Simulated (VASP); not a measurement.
# Zr (P6/mmm) in VASP: notebook, part 2 of 3

VASP 6.6.1. The steps go on from the part before.

### 4 Single point, revPBE (21.64 Å³/atom)

This run uses another cell than the first one, of 21.64 Å³/atom.

The input, INCAR:

```
SYSTEM = Zr
ALGO     = Normal         ! electronic algorithm
EDIFF    = 1E-6           ! SCF threshold, eV
ENCUT    = 520            ! plane-wave cutoff, eV
GGA      = RE             ! functional
ISIF     = 2              ! what is computed and relaxed
ISMEAR   = -1             ! smearing method
LASPH    = .TRUE.         ! aspherical terms in the spheres
LCHARG   = .TRUE.         ! write CHGCAR
LELF     = .TRUE.         ! ELF
LREAL    = .FALSE.        ! projectors in reciprocal space
LVHAR    = .TRUE.       
LWAVE    = .FALSE.        ! write WAVECAR
NBANDS   = 25             ! bands
NELM     = 60             ! most SCF steps
PREC     = Accurate       ! precision mode
SIGMA    = 0.1            ! smearing width, eV
```

The input, KPOINTS:

```
k-points
0
G
  8 8 11
  0 0 0
```

The input, POSCAR:

```
Zr
1.0
    4.9378921251      0.0000000000      0.0000000000
   -2.4689460626      4.2763400215      0.0000000000
    0.0000000000      0.0000000000      3.0748736864
Zr
3
Direct
    1.0000000000      0.0000000000      1.0000000000
    0.3333333333      0.6666666667      0.5000000000
    0.6666666667      0.3333333333      0.5000000000
```

Potentials or basis: VASP PAW PBE potentials, release 64 (Zr_sv).

On the command line:

```
> cat potpaw_PBE.64/Zr_sv/POTCAR > POTCAR
> mpirun -np 1 vasp_std > vasp.out
```

OUTCAR:

```text
SYSTEM = Zr
   EDIFF = 1E-6
   ENCUT = 520
   GGA = RE
   ISIF = 2
   ISMEAR = -1
   LASPH = .TRUE.
   LREAL = .FALSE.
   NELM = 60
   PREC = Accurate

 ion  position               nearest neighbor table
   1  0.000  0.000  0.000-   2 3.24   3 3.24   2 3.24   3 3.24   3 3.24   3 3.24   2 3.24   2 3.24
                             3 3.24   3 3.24   2 3.24   2 3.24
   2  0.333  0.667  0.500-   3 2.85   3 2.85   3 2.85   1 3.24   1 3.24   1 3.24   1 3.24   1 3.24
                             1 3.24
   3  0.667  0.333  0.500-   2 2.85   2 2.85   2 2.85   1 3.24   1 3.24   1 3.24   1 3.24   1 3.24
                             1 3.24

  LATTYP: Found a hexagonal cell.
[... 870 lines left out ...]
  --------------------------------------------------------------------------------------
  -------------------------------------------------------------------------------------
  Total        3.5639610      3.5639610      3.6227801     -0.0000000     -0.0000000      0.0000000
  in kB       87.9432311     87.9432311     89.3946341     -0.0000000     -0.0000000      0.0000000
  external PRESSURE =      88.4270321 kB  Pullay stress =       0.0000000 kB

 VOLUME and BASIS-vectors are now :
 -----------------------------------------------------------------------------
  energy-cutoff  :      520.00
  volume of cell :       64.93
      direct lattice vectors                 reciprocal lattice vectors
     4.937892125  0.000000000  0.000000000     0.202515562  0.116922414  0.000000000
    -2.468946063  4.276340022  0.000000000     0.000000000  0.233844829  0.000000000
     0.000000000  0.000000000  3.074873686     0.000000000  0.000000000  0.325216611

 POSITION                                       TOTAL-FORCE (eV/Angst)
 -----------------------------------------------------------------------------------
      0.00000      0.00000      0.00000         0.000000      0.000000      0.000000
     -0.00000      2.85089      1.53744         0.000000      0.000000     -0.000000
      2.46895      1.42545      1.53744        -0.000000     -0.000000      0.000000
 -----------------------------------------------------------------------------------
    total drift:                                0.000000      0.000000      0.000000

  FREE ENERGIE OF THE ION-ELECTRON SYSTEM (eV)
  ---------------------------------------------------
  free  energy   TOTEN  =       -24.4347134488 eV

  energy  without entropy=      -24.3407451187  energy(sigma->0) =      -24.38772928
```

OSZICAR:

```text
N       E                     dE             d eps       ncg     rms          rms(c)
DAV:   1     0.363388668735E+03    0.36339E+03   -0.19985E+04  3000   0.146E+03
DAV:   2     0.259624921707E+00   -0.36313E+03   -0.35600E+03  3535   0.421E+02
DAV:   3    -0.244358480934E+02   -0.24695E+02   -0.24243E+02  5576   0.808E+01
DAV:   4    -0.253495115517E+02   -0.91366E+00   -0.91045E+00  3823   0.164E+01
DAV:   5    -0.253760380483E+02   -0.26526E-01   -0.26511E-01  4558   0.246E+00    0.201E+01
DAV:   6    -0.245714189661E+02    0.80462E+00   -0.13596E+00  3350   0.859E+00    0.833E+00
DAV:   7    -0.244306914638E+02    0.14073E+00   -0.94778E-01  4111   0.619E+00    0.142E+00
DAV:   8    -0.244289818666E+02    0.17096E-02   -0.12778E-01  4342   0.232E+00    0.115E+00
DAV:   9    -0.244357396584E+02   -0.67578E-02   -0.43698E-02  3802   0.181E+00    0.248E-01
DAV:  10    -0.244347247477E+02    0.10149E-02   -0.51520E-03  3713   0.544E-01    0.442E-02
DAV:  11    -0.244347175625E+02    0.71852E-05   -0.23473E-04  4219   0.928E-02    0.185E-02
DAV:  12    -0.244347120956E+02    0.54669E-05   -0.22543E-05  4092   0.421E-02    0.542E-03
DAV:  13    -0.244347140463E+02   -0.19507E-05   -0.16733E-06  2820   0.108E-02    0.221E-03
DAV:  14    -0.244347134488E+02    0.59743E-06   -0.28531E-07  1746   0.500E-03
   1 F= -.24434713E+02 E0= -.24387729E+02  d E =-.939683E-01
```

stdout:

```text
POSCAR found type information on POSCAR Zr
 POSCAR found :  1 types and       3 ions
 scaLAPACK will be used
 -----------------------------------------------------------------------------
|                                                                             |
|                                                                             |
|     You enforced a specific xc type in the INCAR file but a different       |
|     I HOPE YOU KNOW WHAT YOU ARE DOING!                                     |
|                                                                             |
 -----------------------------------------------------------------------------

 LDA part: xc-table for (Slater+PW92), standard interpolation
 POSCAR, INCAR and KPOINTS ok, starting setup
 FFT: planning ... GRIDC
 FFT: planning ... GRID_SOFT
 FFT: planning ... GRID
 WAVECAR not read
 entering main loop
```

Run time: 64 s. Hardware: 1 thread of Intel Xeon 6975P-C (Granite Rapids), shared host; peak memory 0.22 GiB.

Results:

```yaml
Free_energy: -24.4347 eV
Pressure: 8.8 GPa
Band_gap_on_the_k_mesh: zero (bands 18 and 19 overlap by 0.61 eV)
```

Levels at points of the mesh, in eV from the Fermi level:
```
           k point  band 14  band 15  band 16  band 17  band 18  band 19  band 20  band 21  band 22  band 23
(0.00, 0.00, 0.00)    -2.54    -0.45    -0.45    -0.42    -0.42    -0.15     0.88     1.73     1.73     2.41
(0.50, 0.00, 0.00)    -3.08    -3.01    -0.67    -0.65    -0.51     0.00     0.75     1.21     1.87     2.58
```

Caveat: the cell stands under pressure; the PAW data sets were made with another functional, which shifts forces and pressure a little.

### 5 Single point, revPBE (22.58 Å³/atom)

This run uses another cell than the first one, of 22.58 Å³/atom.

The input, INCAR:

```
  ALGO = Normal
  EDIFF = 1E-6
  ENCUT = 520
  GGA = RE
  ISIF = 2
  ISMEAR = -1
  LASPH = T
  LCHARG = F
  LREAL = F
  LWAVE = F
  NBANDS = 25
  NELM = 80
  PREC = Accurate
  SIGMA = 0.1
```

The input, KPOINTS:

```
k-points
0
Gamma
  8 8 11
```

The input, POSCAR:

```
Zr
1.0
    5.0084429730      0.0000000000      0.0000000000
   -2.5042214865      4.3374388480      0.0000000000
    0.0000000000      0.0000000000      3.1188063889
Zr
3
Direct
    1.0000000000      0.0000000000      1.0000000000
    0.3333333333      0.6666666667      0.5000000000
    0.6666666667      0.3333333333      0.5000000000
```

On the command line:

```
> cat potpaw_PBE.64/Zr_sv/POTCAR > POTCAR
> mpirun -np 1 vasp_std > vasp.out
```

It took 67 s on 1 thread of Intel Xeon 6975P-C (Granite Rapids), shared host; peak memory 0.23 GiB.

It converged, with:

| Property | Result |
| --- | --- |
| Free energy | -24.5483 eV |
| Pressure | 4.0 GPa |
| Band gap on the k mesh | zero (bands 18 and 19 overlap by 0.56 eV) |

Levels at points of the mesh, in eV from the Fermi level:
```csv
k point,band 15,band 16,band 17,band 18,band 19,band 20,band 21,band 22
"(0.00, 0.00, 0.00)",-0.48,-0.48,-0.44,-0.44,-0.16,0.86,1.68,1.68
"(0.50, 0.00, 0.00)",-2.92,-0.61,-0.59,-0.48,0.02,0.72,1.19,1.66
```

Caveat: the cell stands under pressure; the PAW data sets were made with another functional, which shifts forces and pressure a little.

(Part 2 of 3 ends here.)
